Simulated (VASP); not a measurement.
# Tc12Au in VASP: notebook, part 2 of 2

VASP 6.6.1.

### Step 3. Single point, PBE+D3(BJ)

Contents of INCAR:

```
PREC     = Accurate       # precision mode
ENCUT    = 520            # plane-wave cutoff, eV
EDIFF    = 1E-6           # SCF threshold, eV
ISMEAR   = -1             # smearing method
SIGMA    = 0.05           # smearing width, eV
LREAL    = False          # projectors in reciprocal space
LASPH    = True           # aspherical terms in the spheres
NELM     = 80             # most SCF steps
ALGO     = Normal         # electronic algorithm
ISIF     = 2              # what is computed and relaxed
LWAVE    = False          # write WAVECAR
LCHARG   = False          # write CHGCAR
GGA      = PE             # functional
IVDW     = 12             # dispersion correction
NBANDS   = 96             # bands
```

Contents of KPOINTS:

```
Automatic mesh
0
Gamma
  4 4 1
```

Contents of POSCAR:

```
Tc12Au
1.0
    5.4800000000      0.0000000000      0.0000000000
    2.7400000000      4.7458190000      0.0000000000
    0.0000000000      0.0000000000     15.3949600000
Tc Au
12 1
Direct
    0.0000000000      0.0000000000      0.0649563234
    0.5000000000      0.0000000000      0.0649563234
   -0.0000000527      0.5000001054      0.0649563234
    0.4999999473      0.5000001054      0.0649563234
   -0.1638309426      0.3276618851      0.1985775864
    0.3329035515      0.3341928969      0.2025610330
   -0.1681233598      0.8336963546      0.2026957524
    0.3344270052      0.8336963546      0.2026957524
    0.0046652643     -0.0093305286      0.3414142680
    0.4937311908      0.0125379834      0.3400074440
   -0.0124372044      0.5031371824      0.3389806794
    0.5092997341      0.5031373931      0.3389807443
    0.2424611575      0.5150769551      0.4839331184
```

Potentials or basis: VASP PAW PBE potentials, release 64 (Tc_pv, Au).

Run with:

```console
$ cat potpaw_PBE.64/Tc_pv/POTCAR potpaw_PBE.64/Au/POTCAR > POTCAR
$ mpirun -np 1 vasp_std > vasp.out
```

OUTCAR:

```text
PREC = Accurate
   ENCUT = 520
   EDIFF = 1E-6
   ISMEAR = -1
   LREAL = False
   LASPH = True
   NELM = 80
   ISIF = 2
   GGA = PE
   IVDW = 12
 IVDW          = 12

 ion  position               nearest neighbor table
   1  0.000  0.000  0.065-   5 2.58   7 2.65   8 2.65   4 2.74   3 2.74   2 2.74   2 2.74   3 2.74
                             4 2.74
   2  0.500  0.000  0.065-   8 2.64   7 2.64   6 2.65   3 2.74   4 2.74   1 2.74   1 2.74   4 2.74
                             3 2.74
   3  1.000  0.500  0.065-   5 2.60   6 2.64   7 2.65   2 2.74   1 2.74   4 2.74   4 2.74   1 2.74
                             2 2.74
   4  0.500  0.500  0.065-   5 2.60   6 2.64   8 2.65   1 2.74   2 2.74   3 2.74   3 2.74   2 2.74
                             1 2.74
   5  0.836  0.328  0.199-   1 2.58   4 2.60   3 2.60  11 2.66  12 2.66   9 2.72   7 2.72   8 2.72
                             6 2.74   6 2.74   8 2.76   7 2.76
   6  0.333  0.334  0.203-  10 2.61   3 2.64   4 2.64   2 2.65  11 2.66  12 2.66   8 2.74   7 2.74
                             5 2.74   5 2.74   7 2.74   8 2.74
   7  0.832  0.834  0.203-  11 2.62   2 2.64   3 2.65   9 2.65   1 2.65  10 2.65   5 2.72   8 2.73
                             6 2.74   6 2.74   8 2.75   5 2.76
   8  0.334  0.834  0.203-  12 2.62   2 2.64   4 2.65   9 2.65   1 2.65  10 2.65   5 2.72   7 2.73
                             6 2.74   6 2.74   7 2.75   5 2.76
   9  0.005  0.991  0.341-   7 2.65   8 2.65   5 2.72  12 2.72  11 2.72  10 2.74  10 2.74  11 2.76
                            12 2.76  13 3.15
  10  0.494  0.013  0.340-   6 2.61   7 2.65   8 2.65  12 2.73  11 2.73   9 2.74   9 2.74  11 2.75
                            12 2.75  13 3.26
  11  0.988  0.503  0.339-   7 2.62  12 2.62  13 2.65   5 2.66   6 2.66   9 2.72  10 2.73  10 2.75
                             9 2.76  12 2.86
  12  0.509  0.503  0.339-   8 2.62  11 2.62  13 2.65   5 2.66   6 2.66   9 2.72  10 2.73  10 2.75
                             9 2.76  11 2.86
  13  0.242  0.515  0.484-  11 2.65  12 2.65   9 3.15  10 3.26

  LATTYP: Found a hexagonal cell.
 ALAT       =     5.4799998158
 C/A-ratio  =     2.8092993645

  Lattice vectors:

 A1 = (  -2.7400000000,  -4.7458190000,   0.0000000000)
 A2 = (   5.4800000000,   0.0000000000,   0.0000000000)
 A3 = (   0.0000000000,   0.0000000000,  15.3949600000)

[... 171 lines left out ...]
  ---------------------------------------------------
  ext. energy  EPLUGINS =         0.00000000
  ---------------------------------------------------
  free energy    TOTEN  =      -119.43577430 eV

  energy without entropy =     -119.31421261  energy(sigma->0) =     -119.37499346

 E-fermi :   3.5928     XC(G=0):  -7.7818

 val. band max:        3.5700154509   @ k =   0.5000   0.2500   0.0000
 cond. band min:       3.6599771363   @ k =   0.5000   0.0000   0.0000
 fundamental gap:      0.0899616854
 Fermi energy:         3.5927923687

 k-point     1 :       0.0000    0.0000    0.0000
  band No.  band energies     occupation
      1     -35.9648      2.00000
      2     -35.9347      2.00000
      3     -35.9136      2.00000
      4     -35.9119      2.00000
      5     -35.8901      2.00000
      6     -35.8751      2.00000
[... 675 lines left out ...]
     94       5.1475      0.00000
     95       5.2297      0.00000
 [bands above 95 left out]

------------------------ aborting loop because EDIFF is reached ----------------------------------------

 Edisp (eV)   -5.64959

 E8    (eV) :    -2.7186

  FORCE on cell =-STRESS in cart. coord.  units (eV):
  Direction    XX          YY          ZZ          XY          YZ          ZX
  --------------------------------------------------------------------------------------
  -------------------------------------------------------------------------------------
  Total     -12.20663   -12.70958    -1.37861     0.00000    -0.12890     0.00000
  in kB     -48.84679   -50.85941    -5.51673     0.00000    -0.51582     0.00000
  external pressure =      -35.07 kB  Pullay stress =        0.00 kB

 VOLUME and BASIS-vectors are now :
 -----------------------------------------------------------------------------
  energy-cutoff  :      520.00
  volume of cell :      400.38
      direct lattice vectors                 reciprocal lattice vectors
     5.480000000  0.000000000  0.000000000     0.182481752 -0.105355893  0.000000000
     2.740000000  4.745819000  0.000000000     0.000000000  0.210711787  0.000000000
     0.000000000  0.000000000 15.394960000     0.000000000  0.000000000  0.064956323

 POSITION                                       TOTAL-FORCE (eV/Angst)
 -----------------------------------------------------------------------------------
      0.00000      0.00000      1.00000         0.000000     -0.076436     -0.006449
      2.74000      0.00000      1.00000        -0.000000      0.085107      0.125992
      6.85000      2.37291      1.00000         0.051285      0.017453      0.055958
      4.11000      2.37291      1.00000        -0.051285      0.017453      0.055958
      5.48000      1.55502      3.05709        -0.000000     -0.005946     -0.008456
      2.74000      1.58602      3.11842        -0.000000     -0.013587     -0.016575
      6.84301      3.95657      3.12049        -0.001598     -0.003582      0.000030
      4.11699      3.95657      3.12049         0.001598     -0.003582      0.000030
      2.74000      4.70154      5.25606        -0.000000      0.001505     -0.052878
      2.74000      0.05950      5.23440        -0.000000      0.019784     -0.066784
      6.79044      2.38780      5.21859        -0.050856     -0.018432     -0.057438
      4.16956      2.38780      5.21859         0.050856     -0.018432     -0.057438
      2.74000      2.44446      7.45013        -0.000000     -0.001305      0.028051
 -----------------------------------------------------------------------------------
    total drift:                                0.000906     -0.000627      0.000068

  FREE ENERGIE OF THE ION-ELECTRON SYSTEM (eV)
  ---------------------------------------------------
  free  energy   TOTEN  =      -125.0853657520 eV

  energy  without entropy=     -124.9638040693  energy(sigma->0) =     -125.02458491
```

stdout:

```text
POSCAR found type information on POSCAR TcAu
 POSCAR found :  2 types and      13 ions
 scaLAPACK will be used
 LDA part: xc-table for (Slater+PW92), standard interpolation
 POSCAR, INCAR and KPOINTS ok, starting setup
 FFT: planning ... GRIDC
 FFT: planning ... GRID_SOFT
 FFT: planning ... GRID
 WAVECAR not read
 entering main loop
```

Wall time 13 min (1 thread of Intel Xeon Platinum 8488C (Sapphire Rapids), shared host); peak memory 0.58 GiB.

Results:

```yaml
Free_energy: -125.0854 eV
Largest_force: 0.152 eV/Å
Band_gap_on_the_k_mesh: zero (an odd number of electrons rules out a gap without spin polarisation)
Dispersion_energy_per_atom: -0.435 eV
```

Forces on the atoms (eV/Å):
```
Tc   0.000 -0.076 -0.006
Tc   0.000  0.085  0.126
Tc   0.051  0.017  0.056
Tc  -0.051  0.017  0.056
Tc   0.000 -0.006 -0.008
Tc   0.000 -0.014 -0.017
Tc  -0.002 -0.004  0.000
Tc   0.002 -0.004  0.000
Tc   0.000  0.002 -0.053
Tc   0.000  0.020 -0.067
Tc  -0.051 -0.018 -0.057
Tc   0.051 -0.018 -0.057
Au   0.000 -0.001  0.028
```

Caveat: spin-orbit coupling is left out, which moves the levels of the heavy elements.

### Step 4. Single point, PBE+D3(BJ)

Contents of INCAR:

```
SYSTEM = Tc12Au
PREC     = Accurate       ! precision mode
ENCUT    = 520            ! plane-wave cutoff, eV
EDIFF    = 1E-7           ! SCF threshold, eV
ISMEAR   = -1             ! smearing method
SIGMA    = 0.05           ! smearing width, eV
LREAL    = .FALSE.        ! projectors in reciprocal space
LASPH    = .TRUE.         ! aspherical terms in the spheres
NELM     = 60             ! most SCF steps
ALGO     = Normal         ! electronic algorithm
ISIF     = 2              ! what is computed and relaxed
LWAVE    = .FALSE.        ! write WAVECAR
LCHARG   = .FALSE.        ! write CHGCAR
GGA      = PE             ! functional
IVDW     = 12             ! dispersion correction
NBANDS   = 96             ! bands
```

Contents of KPOINTS:

```
regular mesh
0
G
  4 4 1
  0 0 0
```

Contents of POSCAR:

```
Tc12Au
1.0
    5.4800000000      0.0000000000      0.0000000000
    2.7400000000      4.7458190000      0.0000000000
    0.0000000000      0.0000000000     15.3949600000
Tc Au
12 1
Direct
    0.0000000000      0.0000000000      0.0649563234
    0.5000000000      0.0000000000      0.0649563234
   -0.0000000527      0.5000001054      0.0649563234
    0.4999999473      0.5000001054      0.0649563234
   -0.1647545977      0.3295091954      0.1992295530
    0.3324583175      0.3350833650      0.2025998119
   -0.1693448871      0.8352558326      0.2023316072
    0.3340889492      0.8352560433      0.2023316072
    0.0025333878     -0.0050667756      0.3405131939
    0.4924888341      0.0150226968      0.3408313500
   -0.0150884307      0.5070210221      0.3388450506
    0.5080674087      0.5070210221      0.3388451155
    0.2732088253      0.4535819845      0.4827097310
```

Run with:

```console
$ cat potpaw_PBE.64/Tc_pv/POTCAR potpaw_PBE.64/Au/POTCAR > POTCAR
$ mpirun -np 1 vasp_std > vasp.out
```

Wall time 12 min (1 thread of Intel Xeon Platinum 8488C (Sapphire Rapids), shared host); peak memory 0.54 GiB.

Results (log left out):

```yaml
Free_energy: -125.1137 eV
Largest_force: 0.175 eV/Å
Band_gap_on_the_k_mesh: zero (an odd number of electrons rules out a gap without spin polarisation)
Dispersion_energy_per_atom: -0.435 eV
```

Forces on the atoms (eV/Å):
```
Tc   0.000 -0.041  0.009
Tc   0.000  0.118  0.090
Tc   0.062  0.039  0.060
Tc  -0.062  0.039  0.060
Tc   0.000  0.002  0.013
Tc   0.000 -0.009 -0.015
Tc  -0.003 -0.005 -0.004
Tc   0.003 -0.005 -0.004
Tc   0.000  0.003 -0.056
Tc   0.000  0.012 -0.052
Tc  -0.040  0.010 -0.055
Tc   0.040  0.010 -0.055
Au   0.000 -0.175  0.010
```

Levels at points of the mesh, in eV from the Fermi level:
| k point | band 84 | band 85 | band 86 | band 87 | band 88 | band 89 |
| --- | --- | --- | --- | --- | --- | --- |
| (0.00, 0.00, 0.00) | 0.64 | 0.69 | 0.82 | 1.29 | 1.29 | 1.39 |
| (0.50, 0.00, 0.00) | -0.34 | -0.33 | -0.14 | 0.06 | 0.44 | 0.58 |
| (0.00, 0.50, 0.00) | -0.35 | -0.30 | -0.29 | 0.08 | 0.50 | 0.53 |

Caveat: spin-orbit coupling is left out, which moves the levels of the heavy elements.

### Step 5. The runs side by side

| cell | gap on the mesh (eV) | largest force (eV/Å) |
| --- | --- | --- |
| as given, atomic positions A | none | 0.17 |
| as given, atomic positions B | none | 0.15 |
| as given, atomic positions C | none | 0.18 |

Alike in all rows: task single point; level PBE+D3(BJ); potentials or basis VASP PAW PBE potentials, release 64 (Tc_pv, Au); no spin polarisation; k mesh 4 × 4 × 1; cutoff (eV) 520; smearing fermi-dirac 0.05 eV.

Caveats: spin-orbit coupling is left out, which moves the levels of the heavy elements.

Absolute energies hang on the potentials; compare differences alone.
